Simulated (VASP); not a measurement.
Here is a VASP 6.6.1 calculation.

INCAR

```
SYSTEM = PmBi
ALGO = Normal ; EDIFF = 1E-7
ENCUT = 520 ; GGA = PS
ISIF = 2 ; ISMEAR = 0
ISPIN = 2 ; LASPH = .True.
LCHARG = .False. ; LMAXMIX = 6
LORBIT = 11 ; LREAL = .False.
LWAVE = .False. ; MAGMOM = 5.03 0
NBANDS = 26 ; NELM = 150
PREC = Accurate ; SIGMA = 0.05
```

KPOINTS

```
k-points
0
Gamma
  8 8 8
  0 0 0
```

POSCAR

```
PmBi
1.0
    3.9366603178      0.0000000000      0.0000000000
    0.0000000000      3.9366603178      0.0000000000
    0.0000000000      0.0000000000      3.9366603178
Pm Bi
1 1
Direct
    0.0000000000      0.0000000000      0.0000000000
    0.5000000000      0.5000000000      0.5000000000
```

Potentials or basis: VASP PAW PBE potentials, release 64 (Pm, Bi_d).

The run is started by

```bash
$ cat potpaw_PBE.64/Pm/POTCAR potpaw_PBE.64/Bi_d/POTCAR > POTCAR
$ mpirun -np 1 vasp_std > vasp.out
```

Q: Estimate the site moments.

A: Pm +4.43; Bi -0.09 μB.

Q: Predict the net moment.

A: 4.60 μB per cell.

Q: Estimate the pressure.

A: -0.1 GPa.

Caveat: the magnetic or orbital state may not be the lowest; the PAW data sets were made with another functional, which shifts forces and pressure a little. The state reached can hang on the start; a lower one may exist.
